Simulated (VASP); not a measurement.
# KHBr (P4/nmm) in VASP: single point with PBE

Aim: the single point of KHBr with PBE.

All numbers are computed with VASP 6.6.1; they aren't measurements. Logs are shortened: lines on timing, memory, paths and dates and some standing lists are left out, and cuts for length are marked.

**1. The cell of the first run**

The structure is tetragonal, space group P4/nmm (No. 129). The conventional cell has a = 4.478 Å, b = 4.478 Å, c = 7.317 Å, α = 90.00°, β = 90.00°, γ = 90.00°. Within 3.6 Å of K (site symmetry 4mm) lie 4 H at 2.74 Å and 5 Br at 3.18 to 3.32 Å. Within 3.6 Å of H (site symmetry -4m2) lie 4 K at 2.74 Å and 4 H at 3.17 Å and 4 Br at 3.40 Å. Within 4.2 Å of Br (site symmetry 4mm) lie 6 K at 3.18 to 4.13 Å and 4 H at 3.40 Å and 4 Br at 3.85 Å.

**2. Single point, PBE**

INCAR

```
  PREC = Accurate
  ENCUT = 520
  EDIFF = 1E-6
  ISMEAR = -1
  SIGMA = 0.1
  LREAL = F
  LASPH = T
  NELM = 100
  ALGO = Normal
  ISIF = 2
  LWAVE = F
  LCHARG = F
  GGA = PE
  NBANDS = 26
```

KPOINTS

```
Automatic mesh
0
Gamma
  8 8 5
```

POSCAR

```
KHBr
1.0
    4.4782030000      0.0000000000      0.0000000000
    0.0000000000      4.4782030000      0.0000000000
    0.0000000000      0.0000000000      7.3167000000
K H Br
2 2 2
Direct
    0.0000000000      0.5000000000      0.2150000000
    0.5000000000      0.0000000000      0.7850000000
    0.0000000000      0.0000000000      0.0000000000
    0.5000000000      0.5000000000      0.0000000000
    0.0000000000      0.5000000000      0.6500000000
    0.5000000000      0.0000000000      0.3500000000
```

Potentials or basis: VASP PAW PBE potentials, release 64 (K_sv, H, Br).

On the command line:

```console
> cat potpaw_PBE.64/K_sv/POTCAR potpaw_PBE.64/H/POTCAR potpaw_PBE.64/Br/POTCAR > POTCAR
> mpirun -np 1 vasp_std > vasp.out
```

OUTCAR:

```text
PREC = Accurate
   ENCUT = 520
   EDIFF = 1E-6
   ISMEAR = -1
   LREAL = F
   LASPH = T
   NELM = 100
   ISIF = 2
   GGA = PE

 ion  position               nearest neighbor table
   1  0.000  0.500  0.215-   5 3.18
   2  0.500  0.000  0.785-   6 3.18
   3  0.000  0.000  0.000-
   4  0.500  0.500  0.000-
   5  0.000  0.500  0.650-   1 3.18
   6  0.500  0.000  0.350-   2 3.18

  LATTYP: Found a simple tetragonal cell.
 ALAT       =     4.4782030000
 C/A-ratio  =     1.6338473267

  Lattice vectors:

 A1 = (   4.4782030000,   0.0000000000,   0.0000000000)
 A2 = (   0.0000000000,   4.4782030000,   0.0000000000)
 A3 = (   0.0000000000,   0.0000000000,   7.3167000000)

Analysis of symmetry for initial positions (statically):
=====================================================================
 Subroutine PRICEL returns:
 Original cell was already a primitive cell.

 Routine SETGRP: Setting up the symmetry group for a
 simple tetragonal supercell.

 Subroutine GETGRP returns: Found 16 space group operations
 (whereof  8 operations were pure point group operations)
 out of a pool of 16 trial point group operations.

The static configuration has the point symmetry D_2d.
 The point group associated with its full space group is D_4h.

Analysis of symmetry for dynamics (positions and initial velocities):
=====================================================================
 Subroutine PRICEL returns:
 Original cell was already a primitive cell.

 Routine SETGRP: Setting up the symmetry group for a
 simple tetragonal supercell.

 Subroutine GETGRP returns: Found 16 space group operations
 (whereof  8 operations were pure point group operations)
 out of a pool of 16 trial point group operations.

The dynamic configuration has the point symmetry D_2d.
 The point group associated with its full space group is D_4h.

 Subroutine INISYM returns: Found 16 space group operations
 (whereof  8 operations are pure point group operations),
 and found     1 'primitive' translations

----------------------------------------------------------------------------------------

                                     Primitive cell

  volume of cell :     146.7313

[... 89 lines left out ...]
   ICHARG =      2    charge: 1-file 2-atom 10-const
   ISPIN  =      1    spin polarized calculation?
   LNONCOLLINEAR =      F non collinear calculations
   LSORBIT =      F    spin-orbit coupling
   LASPH  =      T    aspherical Exc in radial PAW
   ENCUT  =  520.0 eV  38.22 Ry    6.18 a.u.   8.33  8.33 13.60*2*pi/ulx,y,z
   NELM   =    100;   NELMIN=  2; NELMDL= -5     # of ELM steps
   EDIFF  = 0.1E-05   stopping-criterion for ELM
   LREAL  =      F    real-space projection
   EDIFFG = 0.1E-04   stopping-criterion for IOM
   NSW    =      0    number of steps for IOM
   IBRION =     -1    ionic relax: 0-MD 1-quasi-New 2-CG
   NFREE  =      0    steps in history (QN), initial steepest desc. (CG)
   ISIF   =      2    stress and relaxation
   ISYM   =      2    0-nonsym 1-usesym 2-fastsym
   POTIM  = 0.5000    time-step for ionic-motion
   TEBEG  =    0.0;   TEEND  =   0.0 temperature during run
   PSTRESS=    0.0 pullay stress
   NELECT =      34.0000    total number of electrons
   NUPDOWN=      -1.0000    fix difference up-down
   EMIN   =  10.00;   EMAX   =-10.00  energy-range for DOS
   EFERMI =   0.00;   METHOD = LEGACY
   ISMEAR =    -1;   SIGMA  =   0.10  broadening in eV -4-tet -1-fermi 0-gaus
   EFERMI_NEDOS =   21; number of points for ismear=-14 and -15
   IALGO  =     38    algorithm
   IMIX   =      4    mixing-type and parameters
     AMIX     =   0.40;   BMIX     =  1.00
     AMIX_MAG =   1.60;   BMIX_MAG =  1.00
  volume/ion in A,a.u.               =      24.46       165.03
  Fermi-wavevector in a.u.,A,eV,Ry     =   1.005527  1.900170 13.756628  1.011084
  Thomas-Fermi vector in A             =   2.138212
   LORBIT       =      0    0 simple, 1 ext, 2 COOP (PROOUT), +10 PAW based schemes
   GGA     = PE    functional components
   LHFCALC =     F    Hartree Fock is set to
   AEXX    =    0.0000 exact exchange contribution
   IVDW    =     0    specifies the selected vdW correction
   LEPSILON=     F    determine dielectric tensor
   LRPA    =     F    only Hartree local field effects (RPA)
 non-spin polarized calculation
  energy-cutoff  :      520.00
  volume of cell :      146.73
 maximum number of plane-waves:      3976
 NGX is ok and might be reduce to    36
   NGX = 17   NGY = 17   NGZ = 27

 number of electron      33.9999995 magnetization

 Free energy of the ion-electron system (eV)
  ---------------------------------------------------
  ext. energy  EPLUGINS =         0.00000000
  ---------------------------------------------------
  free energy    TOTEN  =       -13.30933588 eV

  energy without entropy =      -13.08075896  energy(sigma->0) =      -13.19504742

 E-fermi :  -1.2377     XC(G=0):  -7.8848

 val. band max:       -1.2472668507   @ k =   0.2500   0.1250   0.0000
 cond. band min:      -1.2270244163   @ k =   0.2500   0.0000   0.0000
 fundamental gap:      0.0202424344
 Fermi energy:        -1.2376885514

 k-point     1 :       0.0000    0.0000    0.0000
  band No.  band energies     occupation
      1     -29.2464      2.00000
      2     -29.2386      2.00000
      3     -14.5249      2.00000
      4     -14.1320      2.00000
      5     -12.7598      2.00000
      6     -12.7571      2.00000
[... 685 lines left out ...]
     25       7.5205      0.00000
     26       7.5205      0.00000

 [... further k-points ...]
[... 5 lines left out ...]
  --------------------------------------------------------------------------------------
  -------------------------------------------------------------------------------------
  Total        1.2802234      1.2802234      0.6408317      0.0000000      0.0000000      0.0000000
  in kB       13.9789177     13.9789177      6.9973206      0.0000000      0.0000000      0.0000000
  external PRESSURE =      11.6517186 kB  Pullay stress =       0.0000000 kB

 VOLUME and BASIS-vectors are now :
 -----------------------------------------------------------------------------
  energy-cutoff  :      520.00
  volume of cell :      146.73
      direct lattice vectors                 reciprocal lattice vectors
     4.478203000  0.000000000  0.000000000     0.223303856  0.000000000  0.000000000
     0.000000000  4.478203000  0.000000000     0.000000000  0.223303856  0.000000000
     0.000000000  0.000000000  7.316700000     0.000000000  0.000000000  0.136673637

 POSITION                                       TOTAL-FORCE (eV/Angst)
 -----------------------------------------------------------------------------------
      0.00000      2.23910      1.57309         0.000000      0.000000      0.064926
      2.23910      0.00000      5.74361        -0.000000      0.000000     -0.064926
      0.00000      0.00000      0.00000         0.000000      0.000000      0.000000
      2.23910      2.23910      0.00000         0.000000      0.000000      0.000000
      0.00000      2.23910      4.75585         0.000000     -0.000000      0.622747
      2.23910      0.00000      2.56085        -0.000000      0.000000     -0.622747
 -----------------------------------------------------------------------------------
    total drift:                                0.000000      0.000000      0.000000

  FREE ENERGIE OF THE ION-ELECTRON SYSTEM (eV)
  ---------------------------------------------------
  free  energy   TOTEN  =       -13.3093358801 eV

  energy  without entropy=      -13.0807589587  energy(sigma->0) =      -13.19504742
```

Wall time 4.4 min (1 thread of Oxide Virtual Turin-like, shared host); peak memory 0.3 GiB.

Results:

```yaml
Free_energy: -13.3093 eV
Pressure: 1.2 GPa
Largest_force: 0.623 eV/Å
Band_gap_on_the_k_mesh: zero (band 17 reaches -1.06 eV, above the bottom of band 18 at -1.62 eV)
```

Forces in eV/Å, atoms in the order of the input:
```
K    0.000  0.000  0.065
K    0.000  0.000 -0.065
H    0.000  0.000  0.000
H    0.000  0.000  0.000
Br   0.000  0.000  0.623
Br   0.000  0.000 -0.623
```

Stress tensor (GPa, compression positive):
```
1.40 0.00 0.00
0.00 1.40 0.00
0.00 0.00 0.70
```
